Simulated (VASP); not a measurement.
A run of VASP 6.6.1 is set up as follows.

INCAR

```
ALGO = Normal
EDIFF = 1E-6
EDIFFG = -0.005
ENCUT = 600
GGA = PE
IBRION = 2
ISIF = 3
ISMEAR = -1
LASPH = T
LCHARG = F
LREAL = F
LWAVE = F
NELM = 80
NSW = 45
PREC = Accurate
SIGMA = 0.05
```

Contents of KPOINTS:

```
k-points
0
Gamma
  10 10 10
```

The input POSCAR:

```
Cs
1.0
   -3.0771560441      3.0771560441      3.0771560441
    3.0771560441     -3.0771560441      3.0771560441
    3.0771560441      3.0771560441     -3.0771560441
Cs
1
Direct
    0.0000000000      0.0000000000      0.0000000000
```

Potentials or basis: VASP PAW PBE potentials, release 64 (Cs_sv).

Launch:

```bash
$ cat potpaw_PBE.64/Cs_sv/POTCAR > POTCAR
$ mpirun -np 1 vasp_std > vasp.out
```

(1) Predict the band gap on the k mesh.

## Answers

(1) zero (an odd number of electrons rules out a gap without spin polarisation).

Caveat: spin-orbit coupling is left out, which moves the levels of the heavy elements.
